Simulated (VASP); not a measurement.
Write the native input for VASP 6.6.1 that does the following.

```
Task                   : single point
Functional             : PBE
Potentials or basis    : VASP PAW PBE potentials, release 64 (Ta_pv)
Cutoff                 : 520 eV
k mesh                 : 13 × 13 × 15
Occupations            : gaussian, width 0.1 eV
Spin                   : no spin polarisation
Dipole correction      : no
Further INCAR settings : ALGO = Fast; EDIFF = 1e-06; NBANDS = 12; ISYM = 0
```

The structure of Ta lies in POSCAR:

```
Ta
1.0
    2.8743851013      0.0000000000      0.0000000000
   -0.9581283671      2.7099962625      0.0000000000
    0.9581283671      1.3549981313      2.3469256075
Ta
1
Direct
    0.0000000000      0.0000000000      0.0000000000
```

One way to write it, as run:

INCAR

```
SYSTEM = Ta
  PREC = Accurate
  ENCUT = 520
  EDIFF = 1E-6
  ISMEAR = 0
  SIGMA = 0.1
  LREAL = .False.
  LASPH = .True.
  NELM = 60
  ALGO = Fast
  ISIF = 2
  LWAVE = .False.
  LCHARG = .False.
  GGA = PE
  ISYM = 0
  NBANDS = 12
```

KPOINTS

```
regular mesh
0
Gamma
  13 13 15
  0 0 0
```

Potentials or basis: VASP PAW PBE potentials, release 64 (Ta_pv).

The run is started by

```console
$ cat potpaw_PBE.64/Ta_pv/POTCAR > POTCAR
$ mpirun -np 1 vasp_std > vasp.out
```

Results of the run:

```json
{"Pressure": "0.3 GPa", "Band gap on the k mesh": "zero (an odd number of electrons rules out a gap without spin polarisation)"}
```

Caveat: spin-orbit coupling is left out, which moves the levels of the heavy elements.

It took 2.8 min on 1 thread of Intel(R) Xeon(R) Platinum 8488C (Sapphire Rapids), on a shared host, peak memory 0.38 GiB.
